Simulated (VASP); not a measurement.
# VWF4 (P2/c) in VASP: single point with PBEsol+U

Aim: the single point of VWF4 with PBEsol+U.

Everything below comes from runs of VASP 6.6.1. Logs are shortened: lines on timing, memory, paths and dates and some standing lists are left out, and cuts for length are marked.

**1. The cell of the first run**

The structure is monoclinic, space group P2/c (No. 13). Conventional cell: a = 5.605 Å, b = 5.632 Å, c = 4.282 Å, α = 90.00°, β = 90.05°, γ = 90.00°. Within 2.7 Å of V (site symmetry 2) lie 6 F at 2.05 to 2.10 Å and 2 V at 2.47 Å. Within 2.7 Å of W (site symmetry 2) lie 6 F at 2.07 to 2.22 Å and 2 W at 2.54 Å. F (site symmetry 1) has 2 V at 2.05 to 2.10 Å and 1 W at 2.07 Å and 6 F at 2.51 to 2.87 Å within 2.9 Å. F (site symmetry 1) has 1 V at 2.09 Å and 2 W at 2.09 to 2.22 Å and 8 F at 2.51 to 2.89 Å within 2.9 Å.

**2. Single point, PBEsol+U**

File INCAR:

```
ALGO = Normal
EDIFF = 1E-6
ENCUT = 520
GGA = PS
ISIF = 2
ISMEAR = -1
LASPH = T
LCHARG = F
LDAU = T
LDAUJ = 0 0 0
LDAUL = 2 -1 -1
LDAUPRINT = 1
LDAUTYPE = 2
LDAUU = 2.65 0 0
LMAXMIX = 4
LREAL = F
LWAVE = F
NBANDS = 67
NELM = 150
PREC = Accurate
SIGMA = 0.1
```

File KPOINTS:

```
k-points
0
Gamma
  4 3 4
```

File POSCAR:

```
VWF4
1.0
    5.6050787089      0.0000000000      0.0377443306
    0.0000000000      5.6316911940      0.0000000000
   -0.0253061483      0.0000000000      4.2816192219
V W F
2 2 8
Direct
    0.5000000000      0.6100794448      0.2500000000
    0.5000000000      0.3899205552      0.7500000000
    0.0000000000      0.1213222571      0.2500000000
    0.0000000000      0.8786777429      0.7500000000
    0.2405473427      0.3705772797      0.4126082232
    0.7594526573      0.3705772797      0.0873917768
    0.7594526573      0.6294227203      0.5873917768
    0.2405473427      0.6294227203      0.9126082232
    0.2812230237      0.8783556119      0.4284578950
    0.7187769763      0.8783556119      0.0715421050
    0.7187769763      0.1216443881      0.5715421050
    0.2812230237      0.1216443881      0.9284578950
```

Potentials or basis: VASP PAW PBE potentials, release 64 (V_sv, W_sv, F).

Command:

```sh
$ cat potpaw_PBE.64/V_sv/POTCAR potpaw_PBE.64/W_sv/POTCAR potpaw_PBE.64/F/POTCAR > POTCAR
$ mpirun -np 1 vasp_std > vasp.out
```

OUTCAR:

```text
EDIFF = 1E-6
   ENCUT = 520
   GGA = PS
   ISIF = 2
   ISMEAR = -1
   LASPH = T
   LREAL = F
   NELM = 150
   PREC = Accurate

 ion  position               nearest neighbor table
   1  0.500  0.610  0.250-   7 2.05   8 2.05   9 2.09  10 2.09   5 2.10   6 2.10   2 2.47   2 2.47

   2  0.500  0.390  0.750-   5 2.05   6 2.05  11 2.09  12 2.09   7 2.10   8 2.10   1 2.47   1 2.47

   3  0.000  0.121  0.250-   5 2.07   6 2.07  11 2.09  12 2.09   9 2.22  10 2.22   4 2.54   4 2.54

   4  0.000  0.879  0.750-   7 2.07   8 2.07   9 2.09  10 2.09  11 2.22  12 2.22   3 2.54   3 2.54

   5  0.241  0.371  0.413-   2 2.05   3 2.07   1 2.10
   6  0.759  0.371  0.087-   2 2.05   3 2.07   1 2.10
   7  0.759  0.629  0.587-   1 2.05   4 2.07   2 2.10
   8  0.241  0.629  0.913-   1 2.05   4 2.07   2 2.10
   9  0.281  0.878  0.428-   1 2.09   4 2.09   3 2.22
  10  0.719  0.878  0.072-   1 2.09   4 2.09   3 2.22
  11  0.719  0.122  0.572-   2 2.09   3 2.09   4 2.22
  12  0.281  0.122  0.928-   2 2.09   3 2.09   4 2.22

  LATTYP: Found a simple monoclinic cell.
 ALAT       =     4.2816940062
 B/A-ratio  =     1.3152951112
 C/A-ratio  =     1.3091093814
 COS(beta)  =    -0.0008235035

  Lattice vectors:

 A1 = (  -0.0253061483,   0.0000000000,   4.2816192219)
 A2 = (   0.0000000000,   5.6316911940,   0.0000000000)
 A3 = (  -5.6050787089,   0.0000000000,  -0.0377443306)

Analysis of symmetry for initial positions (statically):
=====================================================================
 Subroutine PRICEL returns:
 Original cell was already a primitive cell.

 Routine SETGRP: Setting up the symmetry group for a
 simple monoclinic supercell.

 Subroutine GETGRP returns: Found  4 space group operations
 (whereof  2 operations were pure point group operations)
 out of a pool of  4 trial point group operations.

The static configuration has the point symmetry S_2 .
 The point group associated with its full space group is C_2h.

Analysis of symmetry for dynamics (positions and initial velocities):
=====================================================================
 Subroutine PRICEL returns:
 Original cell was already a primitive cell.

 Routine SETGRP: Setting up the symmetry group for a
 simple monoclinic supercell.

 Subroutine GETGRP returns: Found  4 space group operations
 (whereof  2 operations were pure point group operations)
 out of a pool of  4 trial point group operations.

The dynamic configuration has the point symmetry S_2 .
 The point group associated with its full space group is C_2h.

 Subroutine INISYM returns: Found  4 space group operations
 (whereof  2 operations are pure point group operations),
 and found     1 'primitive' translations

----------------------------------------------------------------------------------------

                                     Primitive cell

  volume of cell :     135.1593

  direct lattice vectors                    reciprocal lattice vectors
     5.605078709  0.000000000  0.037744331     0.178402526  0.000000000  0.001054433
     0.000000000  5.631691194  0.000000000     0.000000000  0.177566554  0.000000000
[... 146 lines left out ...]
spin component  1

  0.1344  0.1260 -0.0000 -0.0000  0.0000
  0.1260  0.4340 -0.0000  0.0000  0.0000
 -0.0000 -0.0000  0.3753 -0.1084 -0.0400
 -0.0000  0.0000 -0.1084  0.2042 -0.1326
  0.0000  0.0000 -0.0400 -0.1326  0.4631

spin component  2

  0.1344  0.1260 -0.0000 -0.0000  0.0000
  0.1260  0.4340 -0.0000  0.0000  0.0000
 -0.0000 -0.0000  0.3753 -0.1084 -0.0400
 -0.0000  0.0000 -0.1084  0.2042 -0.1326
  0.0000  0.0000 -0.0400 -0.1326  0.4631

 occupancies and eigenvectors

  o =  0.0885  v = -0.9395  0.3426 -0.0000 -0.0000  0.0000  0.0000  0.0000  0.0000  0.0000  0.0000      0.0000  0.0000  0.0000  0.0000  0.0000  0.0000  0.0000  0.0000  0.0000  0.0000
  o =  0.0885  v =  0.0000  0.0000  0.0000  0.0000  0.0000 -0.9395  0.3426 -0.0000 -0.0000  0.0000      0.0000  0.0000  0.0000  0.0000  0.0000  0.0000  0.0000  0.0000  0.0000  0.0000
  o =  0.0999  v =  0.0000 -0.0000 -0.3866 -0.8517 -0.3536  0.0000  0.0000  0.0000  0.0000  0.0000      0.0000  0.0000  0.0000  0.0000  0.0000  0.0000  0.0000  0.0000  0.0000  0.0000
  o =  0.0999  v =  0.0000  0.0000  0.0000  0.0000  0.0000  0.0000 -0.0000 -0.3866 -0.8517 -0.3536      0.0000  0.0000  0.0000  0.0000  0.0000  0.0000  0.0000  0.0000  0.0000  0.0000
  o =  0.4234  v =  0.0000 -0.0000 -0.9210  0.3366  0.1963  0.0000  0.0000  0.0000  0.0000  0.0000      0.0000  0.0000  0.0000  0.0000  0.0000  0.0000  0.0000  0.0000  0.0000  0.0000
  o =  0.4234  v =  0.0000  0.0000  0.0000  0.0000  0.0000  0.0000 -0.0000 -0.9210  0.3366  0.1963      0.0000  0.0000  0.0000  0.0000  0.0000  0.0000  0.0000  0.0000  0.0000  0.0000
  o =  0.4799  v = -0.3426 -0.9395  0.0000  0.0000 -0.0000  0.0000  0.0000  0.0000  0.0000  0.0000      0.0000  0.0000  0.0000  0.0000  0.0000  0.0000  0.0000  0.0000  0.0000  0.0000
  o =  0.4799  v =  0.0000  0.0000  0.0000  0.0000  0.0000 -0.3426 -0.9395  0.0000  0.0000 -0.0000      0.0000  0.0000  0.0000  0.0000  0.0000  0.0000  0.0000  0.0000  0.0000  0.0000
  o =  0.5192  v =  0.0000  0.0000  0.0000  0.0000  0.0000  0.0000 -0.0000  0.0482 -0.4016  0.9146      0.0000  0.0000  0.0000  0.0000  0.0000  0.0000  0.0000  0.0000  0.0000  0.0000
  o =  0.5192  v =  0.0000 -0.0000  0.0482 -0.4016  0.9146  0.0000  0.0000  0.0000  0.0000  0.0000      0.0000  0.0000  0.0000  0.0000  0.0000  0.0000  0.0000  0.0000  0.0000  0.0000

atom =   2  type =  1  l = 2

 onsite density matrix

spin component  1

  0.1344  0.1260 -0.0000 -0.0000  0.0000
  0.1260  0.4340 -0.0000  0.0000  0.0000
 -0.0000 -0.0000  0.3753 -0.1084 -0.0400
 -0.0000  0.0000 -0.1084  0.2042 -0.1326
  0.0000  0.0000 -0.0400 -0.1326  0.4631

spin component  2

  0.1344  0.1260 -0.0000 -0.0000  0.0000
  0.1260  0.4340 -0.0000  0.0000  0.0000
 -0.0000 -0.0000  0.3753 -0.1084 -0.0400
 -0.0000  0.0000 -0.1084  0.2042 -0.1326
  0.0000  0.0000 -0.0400 -0.1326  0.4631

 occupancies and eigenvectors

  o =  0.0885  v = -0.9395  0.3426 -0.0000 -0.0000  0.0000  0.0000  0.0000  0.0000  0.0000  0.0000      0.0000  0.0000  0.0000  0.0000  0.0000  0.0000  0.0000  0.0000  0.0000  0.0000
  o =  0.0885  v =  0.0000  0.0000  0.0000  0.0000  0.0000 -0.9395  0.3426 -0.0000 -0.0000  0.0000      0.0000  0.0000  0.0000  0.0000  0.0000  0.0000  0.0000  0.0000  0.0000  0.0000
  o =  0.0999  v =  0.0000 -0.0000 -0.3866 -0.8517 -0.3536  0.0000  0.0000  0.0000  0.0000  0.0000      0.0000  0.0000  0.0000  0.0000  0.0000  0.0000  0.0000  0.0000  0.0000  0.0000
  o =  0.0999  v =  0.0000  0.0000  0.0000  0.0000  0.0000  0.0000 -0.0000 -0.3866 -0.8517 -0.3536      0.0000  0.0000  0.0000  0.0000  0.0000  0.0000  0.0000  0.0000  0.0000  0.0000
  o =  0.4234  v =  0.0000 -0.0000 -0.9210  0.3366  0.1963  0.0000  0.0000  0.0000  0.0000  0.0000      0.0000  0.0000  0.0000  0.0000  0.0000  0.0000  0.0000  0.0000  0.0000  0.0000
  o =  0.4234  v =  0.0000  0.0000  0.0000  0.0000  0.0000  0.0000 -0.0000 -0.9210  0.3366  0.1963      0.0000  0.0000  0.0000  0.0000  0.0000  0.0000  0.0000  0.0000  0.0000  0.0000
  o =  0.4799  v = -0.3426 -0.9395  0.0000  0.0000 -0.0000  0.0000  0.0000  0.0000  0.0000  0.0000      0.0000  0.0000  0.0000  0.0000  0.0000  0.0000  0.0000  0.0000  0.0000  0.0000
  o =  0.4799  v =  0.0000  0.0000  0.0000  0.0000  0.0000 -0.3426 -0.9395  0.0000  0.0000 -0.0000      0.0000  0.0000  0.0000  0.0000  0.0000  0.0000  0.0000  0.0000  0.0000  0.0000
  o =  0.5192  v =  0.0000  0.0000  0.0000  0.0000  0.0000  0.0000 -0.0000  0.0482 -0.4016  0.9146      0.0000  0.0000  0.0000  0.0000  0.0000  0.0000  0.0000  0.0000  0.0000  0.0000
  o =  0.5192  v =  0.0000 -0.0000  0.0482 -0.4016  0.9146  0.0000  0.0000  0.0000  0.0000  0.0000      0.0000  0.0000  0.0000  0.0000  0.0000  0.0000  0.0000  0.0000  0.0000  0.0000

 number of electron     110.0000012 magnetization

 Free energy of the ion-electron system (eV)
  ---------------------------------------------------
  ext. energy  EPLUGINS =         0.00000000
  ---------------------------------------------------
  free energy    TOTEN  =       -78.39116483 eV

  energy without entropy =      -78.25473817  energy(sigma->0) =      -78.32295150

 E-fermi :   7.4670     XC(G=0): -11.5528

 val. band max:        7.4141120637   @ k =   0.0000   0.3333   0.5000
 cond. band min:       7.5001253250   @ k =   0.5000   0.0000   0.2500
 fundamental gap:      0.0860132613
 Fermi energy:         7.4670066400

 k-point     1 :       0.0000    0.0000    0.0000
  band No.  band energies     occupation
      1     -68.2207      2.00000
      2     -68.0751      2.00000
      3     -57.4702      2.00000
      4     -57.3198      2.00000
      5     -33.0034      2.00000
      6     -32.9670      2.00000
[... 1389 lines left out ...]
     66      10.2091      0.00000
     67      10.3994      0.00000

------------------------ aborting loop because EDIFF is reached ----------------------------------------

  FORCE on cell =-STRESS in cart. coord.  units (eV):
  Direction    XX          YY          ZZ          XY          YZ          ZX
  --------------------------------------------------------------------------------------
  -------------------------------------------------------------------------------------
  Total        2.1805984      0.9339564      1.3472000      0.0000000      0.0000000      0.1638551
  in kB       25.8488006     11.0711141     15.9697005      0.0000000      0.0000000      1.9423377
  external PRESSURE =      17.6298717 kB  Pullay stress =       0.0000000 kB

 VOLUME and BASIS-vectors are now :
 -----------------------------------------------------------------------------
  energy-cutoff  :      520.00
  volume of cell :      135.16
      direct lattice vectors                 reciprocal lattice vectors
     5.605078709  0.000000000  0.037744331     0.178402526  0.000000000  0.001054433
     0.000000000  5.631691194  0.000000000     0.000000000  0.177566554  0.000000000
    -0.025306148  0.000000000  4.281619222    -0.001572696  0.000000000  0.233547205

 POSITION                                       TOTAL-FORCE (eV/Angst)
 -----------------------------------------------------------------------------------
      2.79621      3.43578      1.08928         0.000000      0.081227      0.000000
      2.78356      2.19591      3.23009         0.000000     -0.081227      0.000000
     -0.00633      0.68325      1.07040         0.000000     -0.086954      0.000000
     -0.01898      4.94844      3.21121         0.000000      0.086954      0.000000
      1.33785      2.08698      1.77571        -0.012273      0.058037      0.001106
      4.25458      2.08698      0.40284         0.012273      0.058037     -0.001106
      4.24193      3.54471      2.54365         0.012273     -0.058037     -0.001106
      1.32519      3.54471      3.91652        -0.012273     -0.058037      0.001106
      1.56543      4.94663      1.84511         0.144325     -0.016560     -0.040037
      4.02699      4.94663      0.33345        -0.144325     -0.016560      0.040037
      4.01434      0.68506      2.47426        -0.144325      0.016560      0.040037
      1.55278      0.68506      3.98592         0.144325      0.016560     -0.040037
 -----------------------------------------------------------------------------------
    total drift:                               -0.000000      0.000000     -0.000000

  FREE ENERGIE OF THE ION-ELECTRON SYSTEM (eV)
  ---------------------------------------------------
  free  energy   TOTEN  =       -78.3911648266 eV

  energy  without entropy=      -78.2547381746  energy(sigma->0) =      -78.32295150
```

Wall time 3.9 min (1 thread of Intel Xeon Platinum 8488C (Sapphire Rapids), shared host); peak memory 0.3 GiB.

Results:

- Free energy: -78.3912 eV
- Pressure: 1.8 GPa
- Largest force: 0.151 eV/Å
- Band gap on the k mesh: zero (bands 55 and 56 overlap by 0.55 eV)

Forces on the atoms (eV/Å):
```
V    0.000  0.081  0.000
V    0.000 -0.081  0.000
W    0.000 -0.087  0.000
W    0.000  0.087  0.000
F   -0.012  0.058  0.001
F    0.012  0.058 -0.001
F    0.012 -0.058 -0.001
F   -0.012 -0.058  0.001
F    0.144 -0.017 -0.040
F   -0.144 -0.017  0.040
F   -0.144  0.017  0.040
F    0.144  0.017 -0.040
```

Eigenvalues of the final occupation matrices:
| site | spin | trace | eigenvalues |
| --- | --- | --- | --- |
| site 1 d | 1 | 1.61 | 0.09 0.10 0.42 0.48 0.52 |
| site 1 d | 2 | 1.61 | 0.09 0.10 0.42 0.48 0.52 |
| site 2 d | 1 | 1.61 | 0.09 0.10 0.42 0.48 0.52 |
| site 2 d | 2 | 1.61 | 0.09 0.10 0.42 0.48 0.52 |

Caveat: the k points lie up to 0.37 Å⁻¹ apart, too coarse for converged energies and pressures of a metal; the PAW data sets were made with another functional, which shifts forces and pressure a little; spin-orbit coupling is left out, which moves the levels of the heavy elements; the run has no spin polarisation, though such a crystal can be magnetic; U without spin polarisation on a metal has little footing.
